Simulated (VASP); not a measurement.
Here is a VASP 6.6.1 calculation.

The input INCAR:

```
PREC = Accurate
ENCUT = 520
EDIFF = 1E-6
ISMEAR = -1
SIGMA = 0.05
LREAL = F
LASPH = T
NELM = 100
ALGO = Normal
ISIF = 2
LWAVE = F
LCHARG = F
GGA = PE
NBANDS = 10
```

The input KPOINTS:

```
regular mesh
0
Gamma
  21 21 21
```

File POSCAR:

```
B
1.0
   -1.6353578544      1.6353578544      0.7468335536
    1.6353578544     -1.6353578544      0.7468335536
    1.6353578544      1.6353578544     -0.7468335536
B
2
Direct
   -0.3750000000     -0.1250000000     -0.2500000000
    0.3750000000      0.1250000000      0.2500000000
```

Potentials or basis: VASP PAW PBE potentials, release 64 (B).

Run with:

```bash
$ cat potpaw_PBE.64/B/POTCAR > POTCAR
$ mpirun -np 1 vasp_std > vasp.out
```

Problem. Predict the band gap on the k mesh.

Solution. Zero (bands 3 and 4 overlap by 13.22 eV).

Problem. Estimate the pressure.

Solution. 281.1 GPa.

Stress tensor (GPa, compression positive):
```
281.15   0.00   0.00
  0.00 281.15   0.00
  0.00   0.00 280.97
```

Caveat: the cell stands under pressure.
